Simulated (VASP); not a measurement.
# SnTe (P4/mmm) in VASP: single point with PBE

Aim: the single point of SnTe with PBE.

Program: VASP 6.6.1. These are calculated values, not measurements. Logs are shortened: lines on timing, memory, paths and dates and some standing lists are left out, and cuts for length are marked.

## 1. The cell of the first run

The structure is tetragonal, space group P4/mmm (No. 123). The conventional cell has a = 3.802 Å, b = 3.802 Å, c = 4.153 Å, α = 90.00°, β = 90.00°, γ = 90.00°. Sn (site symmetry 4/mmm) has 8 Te at 3.40 Å and 6 Sn at 3.80 to 4.15 Å within 4.5 Å. Within 4.5 Å of Te (site symmetry 4/mmm) lie 8 Sn at 3.40 Å and 6 Te at 3.80 to 4.15 Å.

## 2. Single point, PBE (strained)

Input file INCAR:

```
ALGO = Normal ; EDIFF = 1E-6
ENCUT = 520 ; GGA = PE
ISIF = 2 ; ISMEAR = 0
LASPH = True ; LCHARG = False
LREAL = False ; LWAVE = False
NBANDS = 17 ; NELM = 60
PREC = Accurate ; SIGMA = 0.1
```

Input file KPOINTS:

```
k-points
0
Gamma
  10 10 10
```

Input file POSCAR:

```
SnTe
1.0
    3.8018111550      0.0000000000      0.0000000000
    0.0000000000      3.8018111550      0.0000000000
    0.0000000000      0.0000000000      4.1532341550
Sn Te
1 1
Direct
    0.0000000000      0.0000000000      0.0000000000
    0.5000000000      0.5000000000      0.5000000000
```

Potentials or basis: VASP PAW PBE potentials, release 64 (Sn_d, Te).

Run with:

```bash
cat potpaw_PBE.64/Sn_d/POTCAR potpaw_PBE.64/Te/POTCAR > POTCAR
mpirun -np 1 vasp_std > vasp.out
```

OUTCAR:

```text
EDIFF = 1E-6
   ENCUT = 520
   GGA = PE
   ISIF = 2
   ISMEAR = 0
   LASPH = True
   LREAL = False
   NELM = 60
   PREC = Accurate

 ion  position               nearest neighbor table
   1  0.000  0.000  0.000-   2 3.40   2 3.40   2 3.40   2 3.40   2 3.40   2 3.40   2 3.40   2 3.40

   2  0.500  0.500  0.500-   1 3.40   1 3.40   1 3.40   1 3.40   1 3.40   1 3.40   1 3.40   1 3.40

  LATTYP: Found a simple tetragonal cell.
 ALAT       =     3.8018111550
 C/A-ratio  =     1.0924356802

  Lattice vectors:

 A1 = (   3.8018111550,   0.0000000000,   0.0000000000)
 A2 = (   0.0000000000,   3.8018111550,   0.0000000000)
 A3 = (   0.0000000000,   0.0000000000,   4.1532341550)

Analysis of symmetry for initial positions (statically):
=====================================================================
 Subroutine PRICEL returns:
 Original cell was already a primitive cell.

 Routine SETGRP: Setting up the symmetry group for a
 simple tetragonal supercell.

 Subroutine GETGRP returns: Found 16 space group operations
 (whereof 16 operations were pure point group operations)
 out of a pool of 16 trial point group operations.

The static configuration has the point symmetry D_4h.

Analysis of symmetry for dynamics (positions and initial velocities):
=====================================================================
 Subroutine PRICEL returns:
 Original cell was already a primitive cell.

 Routine SETGRP: Setting up the symmetry group for a
 simple tetragonal supercell.

 Subroutine GETGRP returns: Found 16 space group operations
 (whereof 16 operations were pure point group operations)
 out of a pool of 16 trial point group operations.

The dynamic configuration has the point symmetry D_4h.

 Subroutine INISYM returns: Found 16 space group operations
 (whereof 16 operations are pure point group operations),
 and found     1 'primitive' translations

----------------------------------------------------------------------------------------

                                     Primitive cell

  volume of cell :      60.0299

  direct lattice vectors                    reciprocal lattice vectors
     3.801811155  0.000000000  0.000000000     0.263032528  0.000000000  0.000000000
     0.000000000  3.801811155  0.000000000     0.000000000  0.263032528  0.000000000
     0.000000000  0.000000000  4.153234155     0.000000000  0.000000000  0.240776215

  length of vectors
     3.801811155  3.801811155  4.153234155     0.263032528  0.263032528  0.240776215

  position of ions in fractional coordinates (direct lattice)
     0.000000000  0.000000000  0.000000000
     0.500000000  0.500000000  0.500000000

  ion indices of the primitive-cell ions
   primitive index   ion index
                 1           1
                 2           2

----------------------------------------------------------------------------------------

 KPOINTS: k-points

Automatic generation of k-mesh.
 Grid dimensions read from file:
 generate k-points for:   10   10   10

 Generating k-lattice:

  Cartesian coordinates                     Fractional coordinates (reciprocal lattice)
     0.026303253  0.000000000  0.000000000     0.100000000  0.000000000  0.000000000
     0.000000000  0.026303253  0.000000000     0.000000000  0.100000000  0.000000000
     0.000000000  0.000000000  0.024077622     0.000000000  0.000000000  0.100000000

  Length of vectors
     0.026303253  0.026303253  0.024077622

  Shift w.r.t. Gamma in fractional coordinates (k-lattice)
     0.000000000  0.000000000  0.000000000

 Subroutine IBZKPT returns following result:
 ===========================================

 Found    126 irreducible k-points:

 Following reciprocal coordinates:
            Coordinates               Weight
  0.000000  0.000000  0.000000      1.000000
  0.100000  0.000000  0.000000      4.000000
  0.200000  0.000000  0.000000      4.000000
  0.300000  0.000000  0.000000      4.000000
  0.400000  0.000000  0.000000      4.000000
  0.500000  0.000000  0.000000      2.000000
[... 16 lines left out ...]
  0.100000  0.000000  0.100000      8.000000
  0.200000  0.000000  0.100000      8.000000
 [... further k-points ...]
   k-points           NKPTS =    126   k-points in BZ     NKDIM =    126   number of bands    NBANDS=     17
   number of dos      NEDOS =    301   number of ions     NIONS =      2
   total plane-waves  NPLWV =  25088
   dimension x,y,z NGX =    28 NGY =   28 NGZ =   32
   dimension x,y,z NGXF=    56 NGYF=   56 NGZF=   64
   ions per type =               1   1
   NGX,Y,Z   is equivalent  to a cutoff of  12.24, 12.24, 12.81 a.u.
   NGXF,Y,Z  is equivalent  to a cutoff of  24.49, 24.49, 25.62 a.u.
 SYSTEM =  unknown system
   PREC   = accura    normal or accurate (medium, high low for compatibility)
   ISTART =      0    job   : 0-new  1-cont  2-samecut
   ICHARG =      2    charge: 1-file 2-atom 10-const
   ISPIN  =      1    spin polarized calculation?
   LNONCOLLINEAR =      F non collinear calculations
   LSORBIT =      F    spin-orbit coupling
   LASPH  =      T    aspherical Exc in radial PAW
   ENCUT  =  520.0 eV  38.22 Ry    6.18 a.u.   7.07  7.07  7.72*2*pi/ulx,y,z
   NELM   =     60;   NELMIN=  2; NELMDL= -5     # of ELM steps
   EDIFF  = 0.1E-05   stopping-criterion for ELM
   LREAL  =      F    real-space projection
   EDIFFG = 0.1E-04   stopping-criterion for IOM
   NSW    =      0    number of steps for IOM
   IBRION =     -1    ionic relax: 0-MD 1-quasi-New 2-CG
   NFREE  =      0    steps in history (QN), initial steepest desc. (CG)
   ISIF   =      2    stress and relaxation
   ISYM   =      2    0-nonsym 1-usesym 2-fastsym
   POTIM  = 0.5000    time-step for ionic-motion
   TEBEG  =    0.0;   TEEND  =   0.0 temperature during run
   PSTRESS=    0.0 pullay stress
   NELECT =      20.0000    total number of electrons
   NUPDOWN=      -1.0000    fix difference up-down
   EMIN   =  10.00;   EMAX   =-10.00  energy-range for DOS
   EFERMI =   0.00;   METHOD = LEGACY
   ISMEAR =     0;   SIGMA  =   0.10  broadening in eV -4-tet -1-fermi 0-gaus
   EFERMI_NEDOS =   21; number of points for ismear=-14 and -15
   IALGO  =     38    algorithm
   IMIX   =      4    mixing-type and parameters
     AMIX     =   0.40;   BMIX     =  1.00
     AMIX_MAG =   1.60;   BMIX_MAG =  1.00
  volume/ion in A,a.u.               =      30.01       202.55
  Fermi-wavevector in a.u.,A,eV,Ry     =   1.134912  2.144673 17.524659  1.288026
  Thomas-Fermi vector in A             =   2.271617
   LORBIT       =      0    0 simple, 1 ext, 2 COOP (PROOUT), +10 PAW based schemes
   GGA     = PE    functional components
   LHFCALC =     F    Hartree Fock is set to
   AEXX    =    0.0000 exact exchange contribution
   IVDW    =     0    specifies the selected vdW correction
   LEPSILON=     F    determine dielectric tensor
   LRPA    =     F    only Hartree local field effects (RPA)
 non-spin polarized calculation
 Gauss-broadening in eV      SIGMA  =   0.10
  energy-cutoff  :      520.00
  volume of cell :       60.03
 maximum number of plane-waves:      1656
   NGX = 15   NGY = 15   NGZ = 15

 number of electron      20.0000002 magnetization

 Free energy of the ion-electron system (eV)
  ---------------------------------------------------
  ext. energy  EPLUGINS =         0.00000000
  ---------------------------------------------------
  free energy    TOTEN  =        -7.05319350 eV

  energy without entropy =       -7.04587627  energy(sigma->0) =       -7.04953489

 E-fermi :   6.9699     XC(G=0):  -9.8387

 val. band max:        6.9561901597   @ k =   0.4000   0.0000   0.1000
 cond. band min:       6.9707181970   @ k =   0.5000   0.3000   0.5000
 fundamental gap:      0.0145280373
 Fermi energy:         6.9698980978

 k-point     1 :       0.0000    0.0000    0.0000
  band No.  band energies     occupation
      1     -14.6838      2.00000
      2     -14.6747      2.00000
      3     -14.6425      2.00000
      4     -14.6425      2.00000
      5     -14.6342      2.00000
      6      -5.3213      2.00000
[... 9 lines left out ...]
     16      17.3963      0.00000
     17      17.3963      0.00000

 k-point     2 :       0.1000    0.0000    0.0000
  band No.  band energies     occupation
      1     -14.6811      2.00000
      2     -14.6731      2.00000
      3     -14.6439      2.00000
      4     -14.6424      2.00000
      5     -14.6355      2.00000
      6      -5.2382      2.00000
[... 9 lines left out ...]
     16      16.9506      0.00000
     17      17.4648      0.00000

 k-point     3 :       0.2000    0.0000    0.0000
  band No.  band energies     occupation
      1     -14.6778      2.00000
      2     -14.6653      2.00000
      3     -14.6475      2.00000
      4     -14.6421      2.00000
      5     -14.6387      2.00000
      6      -4.9976      2.00000
[... 9 lines left out ...]
     16      16.5395      0.00000
     17      16.8256      0.00000

 k-point     4 :       0.3000    0.0000    0.0000
  band No.  band energies     occupation
      1     -14.6766      2.00000
      2     -14.6530      2.00000
      3     -14.6520      2.00000
      4     -14.6428      2.00000
      5     -14.6418      2.00000
      6      -4.6340      2.00000
[... 9 lines left out ...]
     16      15.4805      0.00000
     17      17.1720      0.00000

 k-point     5 :       0.4000    0.0000    0.0000
  band No.  band energies     occupation
      1     -14.6759      2.00000
      2     -14.6556      2.00000
      3     -14.6461      2.00000
      4     -14.6425      2.00000
      5     -14.6415      2.00000
      6      -4.2444      2.00000
[... 9 lines left out ...]
     16      17.8352      0.00000
     17      17.8593      0.00000

 k-point     6 :       0.5000    0.0000    0.0000
  band No.  band energies     occupation
      1     -14.6757      2.00000
      2     -14.6570      2.00000
      3     -14.6474      2.00000
      4     -14.6414      2.00000
      5     -14.6385      2.00000
      6      -4.0531      2.00000
[... 9 lines left out ...]
     16      18.5828      0.00000
     17      18.7206      0.00000

 k-point     7 :       0.1000    0.1000    0.0000
  band No.  band energies     occupation
      1     -14.6777      2.00000
      2     -14.6724      2.00000
      3     -14.6439      2.00000
      4     -14.6436      2.00000
      5     -14.6368      2.00000
      6      -5.1557      2.00000
[... 9 lines left out ...]
     16      16.2208      0.00000
     17      16.8034      0.00000

 k-point     8 :       0.2000    0.1000    0.0000
  band No.  band energies     occupation
      1     -14.6739      2.00000
      2     -14.6650      2.00000
      3     -14.6474      2.00000
      4     -14.6434      2.00000
      5     -14.6402      2.00000
      6      -4.9168      2.00000
[... 9 lines left out ...]
     16      15.8398      0.00000
     17      15.9577      0.00000
[... 203 lines left out ...]
      1     -14.6622      2.00000
      2     -14.6535      2.00000
      3     -14.6535      2.00000
      4     -14.6533      2.00000
      5     -14.6242      2.00000
      6      -3.4086      2.00000
[... 9 lines left out ...]
     16      14.1675      0.00000
     17      14.4930      0.00000

 k-point    20 :       0.5000    0.4000    0.0000
  band No.  band energies     occupation
      1     -14.6639      2.00000
      2     -14.6547      2.00000
      3     -14.6532      2.00000
      4     -14.6525      2.00000
      5     -14.6208      2.00000
      6      -3.2868      2.00000
[... 9 lines left out ...]
     16      13.7452      0.00000
     17      13.8599      0.00000

 k-point    21 :       0.5000    0.5000    0.0000
  band No.  band energies     occupation
      1     -14.6657      2.00000
      2     -14.6544      2.00000
      3     -14.6544      2.00000
      4     -14.6513      2.00000
      5     -14.6177      2.00000
      6      -3.1801      2.00000
[... 9 lines left out ...]
     16      13.4687      0.00000
     17      13.4687      0.00000

 k-point    22 :       0.0000    0.0000    0.1000
  band No.  band energies     occupation
      1     -14.6837      2.00000
      2     -14.6731      2.00000
      3     -14.6430      2.00000
      4     -14.6430      2.00000
      5     -14.6342      2.00000
      6      -5.2559      2.00000
[... 9 lines left out ...]
     16      17.1901      0.00000
     17      17.5191      0.00000

 k-point    23 :       0.1000    0.0000    0.1000
  band No.  band energies     occupation
      1     -14.6810      2.00000
      2     -14.6716      2.00000
      3     -14.6444      2.00000
      4     -14.6429      2.00000
      5     -14.6354      2.00000
      6      -5.1734      2.00000
[... 9 lines left out ...]
     16      16.5648      0.00000
     17      17.1217      0.00000

 k-point    24 :       0.2000    0.0000    0.1000
  band No.  band energies     occupation
      1     -14.6772      2.00000
      2     -14.6643      2.00000
      3     -14.6482      2.00000
      4     -14.6426      2.00000
      5     -14.6387      2.00000
      6      -4.9348      2.00000
[... 9 lines left out ...]
     16      16.0785      0.00000
     17      16.6185      0.00000

 [... further k-points ...]

------------------------ aborting loop because EDIFF is reached ----------------------------------------

  FORCE on cell =-STRESS in cart. coord.  units (eV):
  Direction    XX          YY          ZZ          XY          YZ          ZX
  --------------------------------------------------------------------------------------
  -------------------------------------------------------------------------------------
  Total        0.1095343      0.1095343     -1.0620889      0.0000000      0.0000000      0.0000000
  in kB        2.9234327      2.9234327    -28.3467946      0.0000000      0.0000000      0.0000000
  external PRESSURE =      -7.4999764 kB  Pullay stress =       0.0000000 kB

 VOLUME and BASIS-vectors are now :
 -----------------------------------------------------------------------------
  energy-cutoff  :      520.00
  volume of cell :       60.03
      direct lattice vectors                 reciprocal lattice vectors
     3.801811155  0.000000000  0.000000000     0.263032528  0.000000000  0.000000000
     0.000000000  3.801811155  0.000000000     0.000000000  0.263032528  0.000000000
     0.000000000  0.000000000  4.153234155     0.000000000  0.000000000  0.240776215

 POSITION                                       TOTAL-FORCE (eV/Angst)
 -----------------------------------------------------------------------------------
      0.00000      0.00000      0.00000         0.000000      0.000000      0.000000
      1.90091      1.90091      2.07662         0.000000      0.000000      0.000000
 -----------------------------------------------------------------------------------
    total drift:                               -0.000000      0.000000     -0.000000

  FREE ENERGIE OF THE ION-ELECTRON SYSTEM (eV)
  ---------------------------------------------------
  free  energy   TOTEN  =        -7.0531935032 eV

  energy  without entropy=       -7.0458762730  energy(sigma->0) =       -7.04953489
```

It took 2.2 min on 1 thread of Intel Xeon 8259CL, shared host; peak memory 0.26 GiB.

Results:

| Quantity | Value |
| --- | --- |
| Free energy | -7.0532 eV |
| Pressure | -0.7 GPa |
| Band gap on the k mesh | zero (bands 10 and 11 overlap by 1.96 eV) |

Caveat: the cell differs from its parent crystal (strained); spin-orbit coupling is left out, which moves the levels of the heavy elements.
